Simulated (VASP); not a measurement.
# Ni (Fm-3m) in VASP: notebook, part 2 of 2

VASP 6.6.1. Earlier steps stand in the parts before.

**4. Single point, PBE, collinear spin, ferromagnetic start**

INCAR reads:

```
PREC = Accurate
ENCUT = 600
EDIFF = 1E-6
ISMEAR = -1
SIGMA = 0.1
LREAL = False
LASPH = True
NELM = 200
ALGO = Normal
ISIF = 2
LWAVE = False
LCHARG = False
ISPIN = 2
MAGMOM = 1.5
LORBIT = 11
LMAXMIX = 4
GGA = PE
NBANDS = 15
GGA_COMPAT = False
```

KPOINTS reads:

```
regular mesh
0
Gamma
  7 7 7
```

POSCAR reads:

```
Ni
1.0
    0.0000000000      1.7619350000      1.7619350000
    1.7619350000      0.0000000000      1.7619350000
    1.7619350000      1.7619350000      0.0000000000
Ni
1
Direct
    0.0000000000      0.0000000000      0.0000000000
```

Potentials or basis: VASP PAW PBE potentials, release 64 (Ni).

The run is started by

```console
cat potpaw_PBE.64/Ni/POTCAR > POTCAR
mpirun -np 1 vasp_std > vasp.out
```

OUTCAR:

```text
PREC = Accurate
   ENCUT = 600
   EDIFF = 1E-6
   ISMEAR = -1
   LREAL = False
   LASPH = True
   NELM = 200
   ISIF = 2
   ISPIN = 2
   LORBIT = 11
   GGA = PE

 ion  position               nearest neighbor table
   1  0.000  0.000  0.000-

  LATTYP: Found a face centered cubic cell.
 ALAT       =     3.5238700000

  Lattice vectors:

 A1 = (   0.0000000000,   1.7619350000,   1.7619350000)
 A2 = (   1.7619350000,   0.0000000000,   1.7619350000)
 A3 = (   1.7619350000,   1.7619350000,   0.0000000000)

Analysis of symmetry for initial positions (statically):
=====================================================================
 Subroutine PRICEL returns:
 Original cell was already a primitive cell.

 Routine SETGRP: Setting up the symmetry group for a
 face centered cubic supercell.

 Subroutine GETGRP returns: Found 48 space group operations
 (whereof 48 operations were pure point group operations)
 out of a pool of 48 trial point group operations.

The static configuration has the point symmetry O_h .

Analysis of symmetry for dynamics (positions and initial velocities):
=====================================================================
 Subroutine PRICEL returns:
 Original cell was already a primitive cell.

 Routine SETGRP: Setting up the symmetry group for a
 face centered cubic supercell.

 Subroutine GETGRP returns: Found 48 space group operations
 (whereof 48 operations were pure point group operations)
 out of a pool of 48 trial point group operations.

The dynamic configuration has the point symmetry O_h .

Analysis of structural, dynamic, and magnetic symmetry:
=====================================================================
 Subroutine PRICEL returns:
 Original cell was already a primitive cell.

 Routine SETGRP: Setting up the symmetry group for a
 face centered cubic supercell.

 Subroutine GETGRP returns: Found 48 space group operations
 (whereof 48 operations were pure point group operations)
 out of a pool of 48 trial point group operations.

[... 159 lines left out ...]
      9      36.7959      0.00000
     10      36.7959      0.00000
     11      39.7310      0.00000
     12      39.7310      0.00000
     13      39.7310      0.00000
     14      42.6787      0.00000
[... 328 lines left out ...]
      1       5.6649      1.00000
      2       5.9617      1.00000
      3       6.6401      1.00000
      4       8.0713      1.00000
      5       8.7713      0.99536
      6      15.9098      0.00000
      7      16.3644      0.00000
      8      19.5820      0.00000
      9      22.9387      0.00000
     10      35.8022      0.00000
     11      42.1199      0.00000
     12      43.0509      0.00000
     13      47.8284      0.00000
     14      53.5940      0.00000
     15      55.5811      0.00000
 Fermi energy:         9.3081711991

 spin component 2

 k-point     1 :       0.0000    0.0000    0.0000
  band No.  band energies     occupation
      1       0.2908      1.00000
      2       7.5943      1.00000
      3       7.5943      1.00000
      4       7.5943      1.00000
      5       8.6052      0.99912
      6       8.6052      0.99912
      7      32.8188      0.00000
      8      36.7742      0.00000
      9      36.7742      0.00000
     10      36.7742      0.00000
     11      39.8089      0.00000
     12      39.8089      0.00000
     13      39.8089      0.00000
     14      42.5713      0.00000
[... 329 lines left out ...]
      2       6.4558      1.00000
      3       7.1592      1.00000
      4       8.5466      0.99951
      5       9.4986      0.12962
      6      16.0808      0.00000
      7      16.5226      0.00000
      8      19.7190      0.00000
      9      23.0185      0.00000
     10      35.8177      0.00000
     11      42.0878      0.00000
     12      43.1107      0.00000
     13      47.9744      0.00000
     14      53.5249      0.00000
     15      56.7820      0.00000

------------------------ aborting loop because EDIFF is reached ----------------------------------------

  FORCE on cell =-STRESS in cart. coord.  units (eV):
  Direction    XX          YY          ZZ          XY          YZ          ZX
  --------------------------------------------------------------------------------------
  -------------------------------------------------------------------------------------
  Total       -0.0750528     -0.0750528     -0.0750528      0.0000000      0.0000000      0.0000000
  in kB      -10.9920258    -10.9920258    -10.9920258      0.0000000      0.0000000      0.0000000
  external PRESSURE =     -10.9920258 kB  Pullay stress =       0.0000000 kB

 VOLUME and BASIS-vectors are now :
 -----------------------------------------------------------------------------
  energy-cutoff  :      600.00
  volume of cell :       10.94
      direct lattice vectors                 reciprocal lattice vectors
     0.000000000  1.761935000  1.761935000    -0.283778914  0.283778914  0.283778914
     1.761935000  0.000000000  1.761935000     0.283778914 -0.283778914  0.283778914
     1.761935000  1.761935000  0.000000000     0.283778914  0.283778914 -0.283778914

 POSITION                                       TOTAL-FORCE (eV/Angst)
 -----------------------------------------------------------------------------------
      0.00000      0.00000      0.00000         0.000000      0.000000     -0.000000
 -----------------------------------------------------------------------------------
    total drift:                               -0.000000     -0.000000     -0.000000

  FREE ENERGIE OF THE ION-ELECTRON SYSTEM (eV)
  ---------------------------------------------------
  free  energy   TOTEN  =        -5.4939212706 eV

  energy  without entropy=       -5.4371893195  energy(sigma->0) =       -5.46555530

 total charge

# of ion       s       p       d       tot
------------------------------------------
    1        0.492   0.491   8.319   9.301

 magnetization (x)

# of ion       s       p       d       tot
------------------------------------------
    1       -0.007  -0.023   0.569   0.539
```

stdout:

```text
POSCAR found type information on POSCAR Ni
 POSCAR found :  1 types and       1 ions
 scaLAPACK will be used
 LDA part: xc-table for (Slater+PW92), standard interpolation
 POSCAR, INCAR and KPOINTS ok, starting setup
 FFT: planning ... GRIDC
 FFT: planning ... GRID_SOFT
 FFT: planning ... GRID
 WAVECAR not read
 entering main loop
```

It took 5.7 s on 1 thread of AMD EPYC 9R45 (Zen 5), shared host; peak memory 0.1 GiB.

What came out:

```yaml
Free_energy: -5.4939 eV
Pressure: -1.1 GPa
Net_moment: 0.53 μB per cell
Site_moments: Ni +0.54 μB
Valence_electrons_inside_the_program's_atomic_spheres: Ni 9.30
```

Caveat: the k points lie up to 0.44 Å⁻¹ apart.

**5. Overview**

| k mesh | gap on the mesh (eV) | pressure (GPa) | moment (μB) |
| --- | --- | --- | --- |
| 4 × 4 × 4 | none | -4.8 | 0.58 |
| 6 × 6 × 6 | none | -1.4 | 0.62 |
| 7 × 7 × 7 | none | -1.1 | 0.53 |

Alike in all rows: task single point; level PBE; potentials or basis VASP PAW PBE potentials, release 64 (Ni); spin collinear, ferromagnetic start; cell as given; cutoff (eV) 600; smearing fermi-dirac 0.1 eV.

Caveats: all runs use coarse meshes.

Total energies depend on the potentials used, so only differences within one code and one set of settings carry meaning.
